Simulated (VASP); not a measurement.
# Sr4LiCl8 (a cell with a defect) in VASP: notebook

Sr4LiCl8 (a cell with a defect) is run at these levels: PBE; tasks: single point.

Everything below comes from runs of VASP 6.6.1. Logs are shortened: lines on timing, memory, paths and dates and some standing lists are left out, and cuts for length are marked.

## Step 1: The cell of the first run

The cell holds a defect, 13 atoms: a = 6.965 Å, b = 6.965 Å, c = 6.965 Å, α = 90.00°, β = 90.00°, γ = 90.00°.

## Step 2: Single point, PBE

File INCAR:

```
SYSTEM = Sr4LiCl8
  PREC = Accurate
  ENCUT = 520
  EDIFF = 1E-6
  ISMEAR = -1
  SIGMA = 0.02
  LREAL = .False.
  LASPH = .True.
  NELM = 80
  ALGO = Normal
  ISIF = 2
  LWAVE = .False.
  LCHARG = .True.
  GGA = PE
  LELF = .True.
  LVHAR = .True.
  NBANDS = 62
  NELECT = 98.0
```

File KPOINTS:

```
Automatic mesh
0
Gamma
  2 2 2
  0 0 0
```

File POSCAR:

```
Sr4LiCl8
1.0
    6.9650000000      0.0000000000      0.0000000000
    0.0000000000      6.9650000000      0.0000000000
    0.0000000000      0.0000000000      6.9650000000
Sr Cl Li
4 8 1
Direct
   -0.0005834789     -0.0099008971      0.0007871744
    0.4994210660      0.4902336220      0.0007071591
    0.4993628952     -0.0099023148      0.5007306105
   -0.0004273191      0.4896238719      0.5005469250
    0.2903394432      0.1992245931      0.2098013585
    0.7679397382      0.7219835678      0.7322516868
    0.7073561885      0.7822353406      0.2086851557
    0.2314394114      0.2585996852      0.7330929040
    0.7080076343      0.1987203994      0.7921410513
    0.2309677918      0.7223192828      0.2692253693
    0.2914903990      0.7822901732      0.7928305147
    0.7670298642      0.2585386008      0.2686852387
    0.4992931662      0.9900079749      0.0009011520
```

Potentials or basis: VASP PAW PBE potentials, release 64 (Sr_sv, Cl, Li_sv).

Run with:

```sh
> cat potpaw_PBE.64/Sr_sv/POTCAR potpaw_PBE.64/Cl/POTCAR potpaw_PBE.64/Li_sv/POTCAR > POTCAR
> mpirun -np 1 vasp_std > vasp.out
```

OUTCAR:

```text
SYSTEM = Sr4LiCl8
   PREC = Accurate
   ENCUT = 520
   EDIFF = 1E-6
   ISMEAR = -1
   LREAL = .False.
   LASPH = .True.
   NELM = 80
   ISIF = 2
   GGA = PE
   NELECT = 98.0

 ion  position               nearest neighbor table
   1  0.999  0.990  0.001-   7 2.89  11 2.89   9 2.89   5 2.89  10 3.09   6 3.10   8 3.10  12 3.10
                            13 3.48  13 3.48   4 4.92   4 4.92   2 4.92   2 4.92   3 4.92   3 4.92
   2  0.499  0.490  0.001-  11 2.89   7 2.89   9 2.89   5 2.89   8 3.09  12 3.09   6 3.10  10 3.10
                            13 3.48  13 3.48   4 4.92   3 4.92   1 4.92   1 4.92   3 4.92   4 4.92
   3  0.499  0.990  0.501-  11 2.89   7 2.89   9 2.89   5 2.89  10 3.09  12 3.10   6 3.10   8 3.10
                            13 3.48  13 3.48   4 4.92   4 4.92   2 4.92   2 4.92   1 4.92   1 4.92
   4  1.000  0.490  0.501-  10 2.80   8 2.80  12 2.80   6 2.80   5 3.51   9 3.51   7 3.53  11 3.53
                             1 4.92   3 4.92   2 4.92   3 4.92   1 4.92   2 4.92   2 4.93   1 4.93
   5  0.290  0.199  0.210-  13 2.52   1 2.89   3 2.89   2 2.89   4 3.51
   6  0.768  0.722  0.732-   4 2.80   1 3.10   3 3.10   2 3.10
   7  0.707  0.782  0.209-  13 2.51   1 2.89   2 2.89   3 2.89   4 3.53
   8  0.231  0.259  0.733-   4 2.80   2 3.09   1 3.10   3 3.10
   9  0.708  0.199  0.792-  13 2.52   1 2.89   3 2.89   2 2.89   4 3.51
  10  0.231  0.722  0.269-   4 2.80   3 3.09   1 3.09   2 3.10
  11  0.291  0.782  0.793-  13 2.51   3 2.89   1 2.89   2 2.89   4 3.53
  12  0.767  0.259  0.269-   4 2.80   2 3.09   3 3.10   1 3.10
  13  0.499  0.990  0.001-  11 2.51   7 2.51   9 2.52   5 2.52   2 3.48   3 3.48   1 3.48   1 3.48
                             3 3.48   2 3.48

  LATTYP: Found a simple cubic cell.
 ALAT       =     6.9650000000

  Lattice vectors:

 A1 = (   6.9650000000,   0.0000000000,   0.0000000000)
 A2 = (   0.0000000000,   6.9650000000,   0.0000000000)
 A3 = (   0.0000000000,   0.0000000000,   6.9650000000)

Analysis of symmetry for initial positions (statically):
=====================================================================
 Subroutine PRICEL returns:
 Original cell was already a primitive cell.

 Routine SETGRP: Setting up the symmetry group for a
 simple cubic supercell.

 Subroutine GETGRP returns: Found  1 space group operations
 (whereof  1 operations were pure point group operations)
 out of a pool of 48 trial point group operations.

The static configuration has the point symmetry C_1 .

Analysis of symmetry for dynamics (positions and initial velocities):
=====================================================================
 Subroutine PRICEL returns:
 Original cell was already a primitive cell.

 Routine SETGRP: Setting up the symmetry group for a
 simple cubic supercell.

 Subroutine GETGRP returns: Found  1 space group operations
 (whereof  1 operations were pure point group operations)
 out of a pool of 48 trial point group operations.

The dynamic configuration has the point symmetry C_1 .

 Subroutine INISYM returns: Found  1 space group operations
 (whereof  1 operations are pure point group operations),
 and found     1 'primitive' translations

----------------------------------------------------------------------------------------

                                     Primitive cell

  volume of cell :     337.8807

  direct lattice vectors                    reciprocal lattice vectors
     6.965000000  0.000000000  0.000000000     0.143575018  0.000000000  0.000000000
     0.000000000  6.965000000  0.000000000     0.000000000  0.143575018  0.000000000
     0.000000000  0.000000000  6.965000000     0.000000000  0.000000000  0.143575018

  length of vectors
     6.965000000  6.965000000  6.965000000     0.143575018  0.143575018  0.143575018

  position of ions in fractional coordinates (direct lattice)
     0.999416521  0.990099103  0.000787174
     0.499421066  0.490233622  0.000707159
     0.499362895  0.990097685  0.500730610
     0.999572681  0.489623872  0.500546925
     0.290339443  0.199224593  0.209801359
     0.767939738  0.721983568  0.732251687
     0.707356189  0.782235341  0.208685156
     0.231439411  0.258599685  0.733092904
     0.708007634  0.198720399  0.792141051
     0.230967792  0.722319283  0.269225369
     0.291490399  0.782290173  0.792830515
     0.767029864  0.258538601  0.268685239
     0.499293166  0.990007975  0.000901152

  ion indices of the primitive-cell ions
   primitive index   ion index
                 1           1
                 2           2
                 3           3
                 4           4
                 5           5
                 6           6
                 7           7
                 8           8
                 9           9
                10          10
                11          11
                12          12
                13          13

----------------------------------------------------------------------------------------

[... 42 lines left out ...]
 SYSTEM =  Sr4LiCl8
   PREC   = accura    normal or accurate (medium, high low for compatibility)
   ISTART =      0    job   : 0-new  1-cont  2-samecut
   ICHARG =      2    charge: 1-file 2-atom 10-const
   ISPIN  =      1    spin polarized calculation?
   LNONCOLLINEAR =      F non collinear calculations
   LSORBIT =      F    spin-orbit coupling
   LASPH  =      T    aspherical Exc in radial PAW
   ENCUT  =  520.0 eV  38.22 Ry    6.18 a.u.  12.95 12.95 12.95*2*pi/ulx,y,z
   NELM   =     80;   NELMIN=  2; NELMDL= -5     # of ELM steps
   EDIFF  = 0.1E-05   stopping-criterion for ELM
   LREAL  =      F    real-space projection
[... 7 lines left out ...]
   TEBEG  =    0.0;   TEEND  =   0.0 temperature during run
   PSTRESS=    0.0 pullay stress
   NELECT =      98.0000    total number of electrons
   NUPDOWN=      -1.0000    fix difference up-down
   EMIN   =  10.00;   EMAX   =-10.00  energy-range for DOS
   EFERMI =   0.00;   METHOD = LEGACY
   ISMEAR =    -1;   SIGMA  =   0.02  broadening in eV -4-tet -1-fermi 0-gaus
   EFERMI_NEDOS =   21; number of points for ismear=-14 and -15
   IALGO  =     38    algorithm
   IMIX   =      4    mixing-type and parameters
     AMIX     =   0.40;   BMIX     =  1.00
     AMIX_MAG =   1.60;   BMIX_MAG =  1.00
  volume/ion in A,a.u.               =      25.99       175.39
  Fermi-wavevector in a.u.,A,eV,Ry     =   1.083667  2.047833 15.977778  1.174334
  Thomas-Fermi vector in A             =   2.219738
   LORBIT       =      0    0 simple, 1 ext, 2 COOP (PROOUT), +10 PAW based schemes
   GGA     = PE    functional components
   LHFCALC =     F    Hartree Fock is set to
   AEXX    =    0.0000 exact exchange contribution
   IVDW    =     0    specifies the selected vdW correction
   LEPSILON=     F    determine dielectric tensor
   LRPA    =     F    only Hartree local field effects (RPA)
 non-spin polarized calculation
  energy-cutoff  :      520.00
  volume of cell :      337.88
 maximum number of plane-waves:      9124
 NGX is ok and might be reduce to    54
   NGX = 25   NGY = 25   NGZ = 25

 number of electron      98.0000003 magnetization

 Free energy of the ion-electron system (eV)
  ---------------------------------------------------
  ext. energy  EPLUGINS =         0.00000000
  ---------------------------------------------------
  free energy    TOTEN  =       -56.74833716 eV

  energy without entropy =      -56.74833716  energy(sigma->0) =      -56.74833716

 E-fermi :   0.6498     XC(G=0):  -8.3639

 val. band max:        0.0923386655   @ k =   0.0000   0.5000   0.0000
 cond. band min:       5.7112550580   @ k =   0.0000   0.0000   0.0000
 fundamental gap:      5.6189163925
 Fermi energy:         0.6498300980

 k-point     1 :       0.0000    0.0000    0.0000
  band No.  band energies     occupation
      1     -43.8759      2.00000
      2     -32.2674      2.00000
      3     -32.2052      2.00000
      4     -32.2014      2.00000
      5     -32.2011      2.00000
      6     -14.7161      2.00000
[... 501 lines left out ...]
     60       7.7265      0.00000
     61       7.8751      0.00000
 [bands above 61 left out]

------------------------ aborting loop because EDIFF is reached ----------------------------------------

  FORCE on cell =-STRESS in cart. coord.  units (eV):
  Direction    XX          YY          ZZ          XY          YZ          ZX
  --------------------------------------------------------------------------------------
  -------------------------------------------------------------------------------------
  Total       -0.1735244     -0.1740213     -0.1733278      0.0081783     -0.0080278      0.0146283
  in kB       -0.8228256     -0.8251817     -0.8218931      0.0387801     -0.0380665      0.0693651
  external PRESSURE =      -0.8233001 kB  Pullay stress =       0.0000000 kB

 VOLUME and BASIS-vectors are now :
 -----------------------------------------------------------------------------
  energy-cutoff  :      520.00
  volume of cell :      337.88
      direct lattice vectors                 reciprocal lattice vectors
     6.965000000  0.000000000  0.000000000     0.143575018  0.000000000  0.000000000
     0.000000000  6.965000000  0.000000000     0.000000000  0.143575018  0.000000000
     0.000000000  0.000000000  6.965000000     0.000000000  0.000000000  0.143575018

 POSITION                                       TOTAL-FORCE (eV/Angst)
 -----------------------------------------------------------------------------------
      6.96094      6.89604      0.00548        -0.001969      0.008278     -0.000479
      3.47847      3.41448      0.00493        -0.000302     -0.007480      0.000554
      3.47806      6.89603      3.48759         0.000634      0.008296      0.002228
      6.96202      3.41023      3.48631        -0.002815     -0.003247      0.001988
      2.02221      1.38760      1.46127        -0.000051     -0.001823      0.000059
      5.34870      5.02862      5.10013        -0.000148      0.000583     -0.000281
      4.92674      5.44827      1.45349         0.004104     -0.006315      0.004831
      1.61198      1.80115      5.10599         0.000989     -0.001707      0.000392
      4.93127      1.38409      5.51726         0.001120     -0.000844     -0.001403
      1.60869      5.03095      1.87515         0.002362      0.002881     -0.002666
      2.03023      5.44865      5.52206        -0.004501     -0.006330     -0.004152
      5.34236      1.80072      1.87139         0.000080     -0.001013     -0.000415
      3.47758      6.89541      0.00628         0.000496      0.008720     -0.000657
 -----------------------------------------------------------------------------------
    total drift:                                0.000197      0.000050     -0.000236

  FREE ENERGIE OF THE ION-ELECTRON SYSTEM (eV)
  ---------------------------------------------------
  free  energy   TOTEN  =       -56.7483371583 eV

  energy  without entropy=      -56.7483371583  energy(sigma->0) =      -56.74833716
```

Run time: 5 min. Hardware: 1 thread of Intel Xeon Platinum 8488C (Sapphire Rapids), shared host; peak memory 0.46 GiB.

What came out:

| Item | Value |
| --- | --- |
| Free energy | -56.7483 eV |
| Largest force | 0.009 eV/Å |

Forces in eV/Å, atoms in the order of the input:
```
Sr  -0.002  0.008  0.000
Sr   0.000 -0.007  0.001
Sr   0.001  0.008  0.002
Sr  -0.003 -0.003  0.002
Cl   0.000 -0.002  0.000
Cl   0.000  0.001  0.000
Cl   0.004 -0.006  0.005
Cl   0.001 -0.002  0.000
Cl   0.001 -0.001 -0.001
Cl   0.002  0.003 -0.003
Cl  -0.005 -0.006 -0.004
Cl   0.000 -0.001  0.000
Li   0.000  0.009 -0.001
```

Caveat: the k points lie up to 0.45 Å⁻¹ apart; the cell carries a net charge on a neutralising background, which shifts energy and pressure; the cell is charged against a uniform background, so pressure and absolute levels hang on convention; the cutoff is under 1.25 times the usual one of these potentials, so pressure, stress and relaxed cells hold a basis-set (Pulay) error.

## Step 3: Single point, PBE

File INCAR:

```
SYSTEM = Sr4LiCl8
ALGO     = Normal         ! electronic algorithm
EDIFF    = 1E-7           ! SCF threshold, eV
ENCUT    = 520            ! plane-wave cutoff, eV
GGA      = PE             ! functional
ISIF     = 2              ! what is computed and relaxed
ISMEAR   = -1             ! smearing method
LASPH    = .TRUE.         ! aspherical terms in the spheres
LCHARG   = .FALSE.        ! write CHGCAR
LREAL    = .FALSE.        ! projectors in reciprocal space
LWAVE    = .FALSE.        ! write WAVECAR
NBANDS   = 62             ! bands
NELECT   = 98.0         
NELM     = 80             ! most SCF steps
PREC     = Accurate       ! precision mode
SIGMA    = 0.02           ! smearing width, eV
```

File KPOINTS:

```
k-points
0
G
  2 2 2
  0 0 0
```

File POSCAR:

```
Sr4LiCl8
1.0
    6.9650000000      0.0000000000      0.0000000000
    0.0000000000      6.9650000000      0.0000000000
    0.0000000000      0.0000000000      6.9650000000
Sr Cl Li
4 8 1
Direct
   -0.0095775795     -0.0000336612     -0.0001344262
    0.4907732114      0.5002307429     -0.0001355270
    0.4907702333     -0.0000362079      0.5001331510
   -0.0103845079      0.5013095399      0.5012210420
    0.2211751752      0.2693567006      0.2692401164
    0.7013661410      0.7893448285      0.7892476996
    0.7592384028      0.7313863475      0.2664992895
    0.2828170436      0.2079503229      0.7924896866
    0.7592309890      0.2665931717      0.7312935339
    0.2828219521      0.7926012212      0.2078402443
    0.2241456736      0.7316204455      0.7315079581
    0.6979153879      0.2077318929      0.2076320221
    0.4901988275      1.0002364857      0.0001376998
```

Potentials or basis: VASP PAW PBE potentials, release 64 (Sr_sv, Cl, Li_sv).

Run with:

```sh
> cat potpaw_PBE.64/Sr_sv/POTCAR potpaw_PBE.64/Cl/POTCAR potpaw_PBE.64/Li_sv/POTCAR > POTCAR
> mpirun -np 1 vasp_std > vasp.out
```

Wall time 4.1 min (1 thread of Intel Xeon Platinum 8488C (Sapphire Rapids), shared host); peak memory 0.46 GiB.

Results (log left out):

```yaml
Free_energy: -56.7480 eV
Largest_force: 0.013 eV/Å
```

Forces on the atoms (eV/Å):
```
Sr   0.002  0.001  0.000
Sr  -0.001 -0.002  0.001
Sr   0.000  0.001 -0.002
Sr   0.001 -0.002 -0.002
Cl   0.008 -0.007 -0.007
Cl  -0.006  0.006  0.005
Cl  -0.006  0.006 -0.002
Cl  -0.003  0.002 -0.004
Cl  -0.006 -0.002  0.006
Cl  -0.003 -0.004  0.002
Cl   0.002  0.006  0.006
Cl   0.004  0.002  0.002
Li   0.008 -0.007 -0.007
```

Levels at points of the mesh, in eV from the Fermi level:
```tsv
k point	band 46	band 47	band 48	band 49	band 50	band 51	band 52	band 53
(0.00, 0.00, 0.00)	-0.70	-0.69	-0.57	-0.57	5.09	5.39	5.39	6.22
(0.50, 0.00, 0.00)	-0.71	-0.66	-0.66	-0.53	5.78	5.90	6.16	6.18
(0.00, 0.50, 0.00)	-0.71	-0.66	-0.66	-0.53	5.78	5.90	6.16	6.18
(0.00, 0.00, 0.50)	-0.71	-0.66	-0.66	-0.53	5.78	5.90	6.16	6.18
(0.50, 0.50, 0.00)	-0.73	-0.68	-0.67	-0.66	5.97	5.99	6.25	6.30
(0.00, 0.50, 0.50)	-0.73	-0.68	-0.67	-0.66	5.97	5.99	6.25	6.30
(0.50, 0.00, 0.50)	-0.73	-0.68	-0.67	-0.66	5.97	5.99	6.25	6.30
(0.50, 0.50, 0.50)	-1.19	-1.05	-1.03	-1.03	5.86	5.89	5.90	6.62
```

Caveat: the k points lie up to 0.45 Å⁻¹ apart; the cell carries a net charge on a neutralising background, which shifts energy and pressure; the cell is charged against a uniform background, so pressure and absolute levels hang on convention; the cutoff is under 1.25 times the usual one of these potentials, so pressure, stress and relaxed cells hold a basis-set (Pulay) error.

## Step 4: Single point, PBE

File INCAR:

```
SYSTEM = Sr4LiCl8
PREC = Accurate
ENCUT = 520
EDIFF = 1E-6
ISMEAR = -1
SIGMA = 0.02
LREAL = .False.
LASPH = .True.
NELM = 100
ALGO = Normal
ISIF = 2
LWAVE = .False.
LCHARG = .False.
GGA = PE
NBANDS = 62
NELECT = 98.0
```

File KPOINTS:

```
regular mesh
0
Gamma
  2 2 2
  0 0 0
```

File POSCAR:

```
Sr4LiCl8
1.0
    6.9650000000      0.0000000000      0.0000000000
    0.0000000000      6.9650000000      0.0000000000
    0.0000000000      0.0000000000      6.9650000000
Sr Cl Li
4 8 1
Direct
   -0.0005834889     -0.0099009332      0.0007872218
    0.4994211055      0.4902335966      0.0007071070
    0.4993629576     -0.0099023690      0.5007306533
   -0.0004272793      0.4896238335      0.5005468772
    0.2903394113      0.1992245513      0.2098012922
    0.7679396985      0.7219836324      0.7322516870
    0.7073562096      0.7822353195      0.2086851400
    0.2314393396      0.2585997128      0.7330928930
    0.7080076095      0.1987204594      0.7921409907
    0.2309678392      0.7223193108      0.2692254128
    0.2914904523      0.7822901651      0.7928305815
    0.7670298636      0.2585385499      0.2686852836
    0.4992931802      0.9900080402      0.0009012204
```

Run with:

```sh
> cat potpaw_PBE.64/Sr_sv/POTCAR potpaw_PBE.64/Cl/POTCAR potpaw_PBE.64/Li_sv/POTCAR > POTCAR
> mpirun -np 1 vasp_std > vasp.out
```

Wall time 4.8 min (1 thread of Intel Xeon Platinum 8488C (Sapphire Rapids), shared host); peak memory 0.46 GiB.

It converged, with:

```
Free energy   : -56.7483 eV
Largest force : 0.009 eV/Å
```

Forces in eV/Å, atoms in the order of the input:
```
Sr  -0.002  0.008  0.000
Sr   0.000 -0.007  0.001
Sr   0.001  0.008  0.002
Sr  -0.003 -0.003  0.002
Cl   0.000 -0.002  0.000
Cl   0.000  0.001  0.000
Cl   0.004 -0.006  0.005
Cl   0.001 -0.002  0.000
Cl   0.001 -0.001 -0.001
Cl   0.002  0.003 -0.003
Cl  -0.005 -0.006 -0.004
Cl   0.000 -0.001  0.000
Li   0.000  0.009 -0.001
```

Levels at points of the mesh, in eV from the Fermi level:
| k point | band 45 | band 46 | band 47 | band 48 | band 49 | band 50 | band 51 | band 52 | band 53 | band 54 |
| --- | --- | --- | --- | --- | --- | --- | --- | --- | --- | --- |
| (0.00, 0.00, 0.00) | -0.72 | -0.72 | -0.72 | -0.60 | -0.60 | 5.06 | 5.36 | 5.36 | 6.19 | 6.20 |
| (0.50, 0.00, 0.00) | -0.76 | -0.74 | -0.69 | -0.69 | -0.56 | 5.76 | 5.87 | 6.13 | 6.15 | 6.29 |
| (0.00, 0.50, 0.00) | -0.76 | -0.74 | -0.69 | -0.69 | -0.56 | 5.76 | 5.87 | 6.13 | 6.15 | 6.29 |
| (0.00, 0.00, 0.50) | -0.76 | -0.74 | -0.69 | -0.69 | -0.56 | 5.76 | 5.87 | 6.13 | 6.15 | 6.29 |
| (0.50, 0.50, 0.00) | -1.16 | -0.75 | -0.71 | -0.69 | -0.69 | 5.95 | 5.95 | 6.23 | 6.27 | 6.43 |
| (0.00, 0.50, 0.50) | -1.16 | -0.75 | -0.71 | -0.69 | -0.69 | 5.95 | 5.95 | 6.23 | 6.27 | 6.43 |
| (0.50, 0.00, 0.50) | -1.16 | -0.75 | -0.71 | -0.70 | -0.69 | 5.95 | 5.96 | 6.23 | 6.27 | 6.43 |
| (0.50, 0.50, 0.50) | -1.24 | -1.23 | -1.07 | -1.06 | -1.06 | 5.85 | 5.86 | 5.87 | 6.60 | 6.60 |

Caveat: the k points lie up to 0.45 Å⁻¹ apart; the cell carries a net charge on a neutralising background, which shifts energy and pressure; the cell is charged against a uniform background, so pressure and absolute levels hang on convention; the cutoff is under 1.25 times the usual one of these potentials, so pressure, stress and relaxed cells hold a basis-set (Pulay) error.
